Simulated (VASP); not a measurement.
Input of a VASP 6.6.1 run:

File INCAR:

```
SYSTEM = AlN
ALGO     = Normal         ! electronic algorithm
EDIFF    = 1E-6           ! SCF threshold, eV
EDIFFG   = -0.002         ! ionic threshold
ENCUT    = 600            ! plane-wave cutoff, eV
IBRION   = 2              ! ionic algorithm
ISIF     = 3              ! what is computed and relaxed
ISMEAR   = 0              ! smearing method
LASPH    = .TRUE.         ! aspherical terms in the spheres
LCHARG   = .FALSE.        ! write CHGCAR
LREAL    = .FALSE.        ! projectors in reciprocal space
LWAVE    = .FALSE.        ! write WAVECAR
NELM     = 100            ! most SCF steps
NSW      = 100            ! ionic steps
PREC     = Accurate       ! precision mode
PSTRESS  = 40.0         
SIGMA    = 0.01           ! smearing width, eV
```

The input KPOINTS:

```
k-points
0
G
  10 10 10
  0 0 0
```

The input POSCAR:

```
AlN
1.0
    2.1711430961      2.1711430961      0.0000000000
   -2.1711430961      2.1711430961      0.0000000000
    0.0000000000      2.1711430961      2.1711430961
Al N
1 1
Direct
    0.0000000000      0.0000000000      0.0000000000
    0.2500000000      0.7500000000      0.5000000000
```

Potentials or basis: VASP PAW LDA potentials, release 64 (Al, N).

Command:

```sh
$ cat potpaw_LDA.64/Al/POTCAR potpaw_LDA.64/N/POTCAR > POTCAR
$ mpirun -np 1 vasp_std > vasp.out
```

Q: Predict the relaxed volume.

A: 10.08 Å³/atom.

Q: Predict the band gap on the k mesh.

A: 3.24 eV, indirect (least direct gap 4.54 eV).

Q: Estimate the relaxed cell.

A: a = 3.054 Å, b = 3.054 Å, c = 3.054 Å, α = 60.00°, β = 60.00°, γ = 90.00°.

Q: Estimate the space group after relaxing (to 0.05 Å).

A: F-43m (No. 216).

The path:
```tsv
step	energy change (eV)	largest force (eV/Å)	pressure (GPa)	volume (Å³)
1	0.0000	0.0000	0.56	20.47
2	0.0164	0.0000	7.80	19.83
3	0.0045	0.0000	3.99	20.15
```

Caveat: the cell is relaxed towards a set pressure, so the enthalpy falls and the energy may rise. A hybrid or GW would open this gap; LDA tends to underestimate it.
